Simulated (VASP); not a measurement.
# CuI (Marshite) (F-43m) in VASP: further runs, part 2 of 2

VASP 6.6.1. Earlier steps stand in the parts before.

## 4. Relaxation of cell and atoms, LDA, target pressure 15 GPa, at which the enthalpy is minimised

Input file INCAR:

```
ALGO = Normal
EDIFF = 1E-7
EDIFFG = -0.002
ENCUT = 600
GGA = CA
GGA_COMPAT = False
IBRION = 2
ISIF = 3
ISMEAR = 0
LASPH = True
LCHARG = False
LREAL = False
LWAVE = False
NELM = 120
NELMIN = 4
NSW = 100
PREC = Accurate
PSTRESS = 150.0
SIGMA = 0.01
```

Input file KPOINTS:

```
k-points
0
Gamma
  6 6 6
```

Input file POSCAR:

```
CuI
1.0
    0.0000000000      2.9309836647      2.9309836647
    2.9309836647      0.0000000000      2.9309836647
    2.9309836647      2.9309836647      0.0000000000
Cu I
1 1
Direct
    0.7500000000      0.7500000000      0.7500000000
    0.0000000000      0.0000000000      0.0000000000
```

Potentials or basis: VASP PAW LDA potentials, release 64 (Cu, I).

Run with:

```
$ cat potpaw_LDA.64/Cu/POTCAR potpaw_LDA.64/I/POTCAR > POTCAR
$ mpirun -np 1 vasp_std > vasp.out
```

OUTCAR:

```text
EDIFF = 1E-7
   EDIFFG = -0.002
   ENCUT = 600
   GGA = CA
   IBRION = 2
   ISIF = 3
   ISMEAR = 0
   LASPH = True
   LREAL = False
   NELM = 120
   NELMIN = 4
   NSW = 100
   PREC = Accurate
   PSTRESS = 150.0

 ion  position               nearest neighbor table
   1  0.750  0.750  0.750-   2 2.54   2 2.54   2 2.54   2 2.54
   2  0.000  0.000  0.000-   1 2.54   1 2.54   1 2.54   1 2.54

  LATTYP: Found a face centered cubic cell.
 ALAT       =     5.8619673294

  Lattice vectors:

 A1 = (   0.0000000000,   2.9309836647,   2.9309836647)
 A2 = (   2.9309836647,   0.0000000000,   2.9309836647)
 A3 = (   2.9309836647,   2.9309836647,   0.0000000000)

Analysis of symmetry for initial positions (statically):
=====================================================================
 Subroutine PRICEL returns:
 Original cell was already a primitive cell.

 Routine SETGRP: Setting up the symmetry group for a
 face centered cubic supercell.

 Subroutine GETGRP returns: Found 24 space group operations
 (whereof 24 operations were pure point group operations)
 out of a pool of 48 trial point group operations.

The static configuration has the point symmetry T_d .

Analysis of symmetry for dynamics (positions and initial velocities):
=====================================================================
 Subroutine PRICEL returns:
 Original cell was already a primitive cell.

 Routine SETGRP: Setting up the symmetry group for a
 face centered cubic supercell.

 Subroutine GETGRP returns: Found 24 space group operations
 (whereof 24 operations were pure point group operations)
 out of a pool of 48 trial point group operations.

The dynamic configuration has the point symmetry T_d .

 Subroutine INISYM returns: Found 24 space group operations
 (whereof 24 operations are pure point group operations),
 and found     1 'primitive' translations

[... 72 lines left out ...]
   ions per type =               1   1
   NGX,Y,Z   is equivalent  to a cutoff of  14.44, 14.44, 14.44 a.u.
   NGXF,Y,Z  is equivalent  to a cutoff of  28.88, 28.88, 28.88 a.u.
 SYSTEM =  unknown system
   PREC   = accura    normal or accurate (medium, high low for compatibility)
   ISTART =      0    job   : 0-new  1-cont  2-samecut
   ICHARG =      2    charge: 1-file 2-atom 10-const
   ISPIN  =      1    spin polarized calculation?
   LNONCOLLINEAR =      F non collinear calculations
   LSORBIT =      F    spin-orbit coupling
   LASPH  =      T    aspherical Exc in radial PAW
   ENCUT  =  600.0 eV  44.10 Ry    6.64 a.u.   8.28  8.28  8.28*2*pi/ulx,y,z
   NELM   =    120;   NELMIN=  4; NELMDL= -5     # of ELM steps
   EDIFF  = 0.1E-06   stopping-criterion for ELM
   LREAL  =      F    real-space projection
   EDIFFG = -.2E-02   stopping-criterion for IOM
   NSW    =    100    number of steps for IOM
   IBRION =      2    ionic relax: 0-MD 1-quasi-New 2-CG
   NFREE  =      1    steps in history (QN), initial steepest desc. (CG)
   ISIF   =      3    stress and relaxation
   ISYM   =      2    0-nonsym 1-usesym 2-fastsym
   POTIM  = 0.5000    time-step for ionic-motion
   TEBEG  =    0.0;   TEEND  =   0.0 temperature during run
   PSTRESS=  150.0 pullay stress
   NELECT =      18.0000    total number of electrons
   NUPDOWN=      -1.0000    fix difference up-down
   EMIN   =  10.00;   EMAX   =-10.00  energy-range for DOS
   EFERMI =   0.00;   METHOD = LEGACY
   ISMEAR =     0;   SIGMA  =   0.01  broadening in eV -4-tet -1-fermi 0-gaus
   EFERMI_NEDOS =   21; number of points for ismear=-14 and -15
   IALGO  =     38    algorithm
   IMIX   =      4    mixing-type and parameters
     AMIX     =   0.40;   BMIX     =  1.00
     AMIX_MAG =   1.60;   BMIX_MAG =  1.00
  volume/ion in A,a.u.               =      25.18       169.92
  Fermi-wavevector in a.u.,A,eV,Ry     =   1.161829  2.195539 18.365783  1.349847
  Thomas-Fermi vector in A             =   2.298397
   LORBIT       =      0    0 simple, 1 ext, 2 COOP (PROOUT), +10 PAW based schemes
   GGA     = CA    functional components
   LHFCALC =     F    Hartree Fock is set to
   AEXX    =    0.0000 exact exchange contribution
   IVDW    =     0    specifies the selected vdW correction
   LEPSILON=     F    determine dielectric tensor
   LRPA    =     F    only Hartree local field effects (RPA)
 conjugate gradient relaxation of ions
 non-spin polarized calculation
 Gauss-broadening in eV      SIGMA  =   0.01
  energy-cutoff  :      600.00
  volume of cell :       50.36
 maximum number of plane-waves:      1694
 NGX is ok and might be reduce to    36
   NGX = 17   NGY = 17   NGZ = 17

--------------------------------------- Ionic step        1  -------------------------------------------

 number of electron      18.0000004 magnetization

 Free energy of the ion-electron system (eV)
  ---------------------------------------------------
  ext. energy  EPLUGINS =         0.00000000
  ---------------------------------------------------
  free energy    TOTEN  =        -6.99291381 eV

  energy without entropy =       -6.99291381  energy(sigma->0) =       -6.99291381

 E-fermi :   5.3878     XC(G=0):  -9.7646

 val. band max:        5.3441094297   @ k =   0.0000   0.0000   0.0000
 cond. band min:       6.6283518397   @ k =   0.0000   0.0000   0.0000
 fundamental gap:      1.2842424100
 Fermi energy:         5.3878131292
[... 744 lines left out ...]
--------------------------------------- Ionic step        7  -------------------------------------------

 number of electron      18.0000005 magnetization

 Free energy of the ion-electron system (eV)
  ---------------------------------------------------
  ext. energy  EPLUGINS =         0.00000000
  ---------------------------------------------------
  free energy    TOTEN  =        -6.67862484 eV

  energy without entropy =       -6.67862484  energy(sigma->0) =       -6.67862484

 E-fermi :   7.7477     XC(G=0): -10.5591

 val. band max:        7.6519507538   @ k =   0.0000   0.0000   0.0000
 cond. band min:       9.5247405954   @ k =   0.0000   0.0000   0.0000
 fundamental gap:      1.8727898416
 Fermi energy:         7.7477399389
[... 287 lines left out ...]
  energy  without entropy=       -6.6786248379  energy(sigma->0) =       -6.67862484

  enthalpy is  TOTEN    =        -2.6991508749 eV   P V=        3.9794739630

 reached required accuracy - stopping structural energy minimisation
```

Run time: 40 s. Hardware: 1 thread of Intel Xeon 6975P-C (Granite Rapids), shared host; peak memory 0.18 GiB.

What came out:

| Property | Result |
| --- | --- |
| Free energy | -6.6786 eV |
| Relaxed volume | 21.25 Å³/atom |
| Relaxed cell | a = 3.917 Å, b = 3.917 Å, c = 3.917 Å, α = 60.00°, β = 60.00°, γ = 60.00° |
| Space group after relaxing (to 0.05 Å) | F-43m (No. 216) |
| Energy change on relaxing (the enthalpy is what falls) | +157.1 meV/atom |
| Ionic steps | 7 |
| Pressure after relaxing | 15.0 GPa |
| Band gap on the k mesh | 1.87 eV, direct |

Step by step:
```csv
step,energy change (eV),largest force (eV/Å),pressure (GPa),volume (Å³)
1,0.0000,0.0000,0.17,50.36
2,1.6787,0.0000,50.32,35.21
3,0.2871,0.0000,14.11,42.80
4,0.3088,0.0000,14.82,42.56
5,0.3226,0.0000,15.27,42.42
6,0.3044,0.0000,14.70,42.61
7,0.3143,0.0000,15.01,42.51
```

Final structure:
```yaml
crystal:
  lattice:
    - [0.00000, 2.76995, 2.76995]
    - [2.76995, 0.00000, 2.76995]
    - [2.76995, 2.76995, 0.00000]
  atoms:
    - { symbol: Cu, position: [0.75000, 0.75000, 0.75000] }
    - { symbol: I, position: [0.00000, 0.00000, 0.00000] }
```

Caveat: the cell is relaxed towards a set pressure, so the enthalpy falls and the energy may rise; the volume moved by over 15 % at a fixed basis, so the end points are rough; spin-orbit coupling is left out, which moves the levels of the heavy elements. Expect the measured gap to be larger: semilocal functionals such as LDA lack the derivative discontinuity.

## 5. Summary

| cell | gap on the mesh (eV) | pressure (GPa) |
| --- | --- | --- |
| relaxed to 7 GPa | 1.60 | 7.0 |
| relaxed to 10 GPa | 1.71 | 10.0 |
| relaxed to 15 GPa | 1.87 | 15.0 |

Alike in all rows: task relaxation of cell and atoms; level LDA; potentials or basis VASP PAW LDA potentials, release 64 (Cu, I); no spin polarisation; k mesh 6 × 6 × 6; cutoff (eV) 600; smearing gaussian 0.01 eV.

Caveats: the cell is relaxed towards a set pressure, so the enthalpy falls and the energy may rise; spin-orbit coupling is left out, which moves the levels of the heavy elements; the volume moved by over 15 % at a fixed basis, so the end points are rough (some runs).

Total energies depend on the potentials used, so only differences within one code and one set of settings carry meaning.
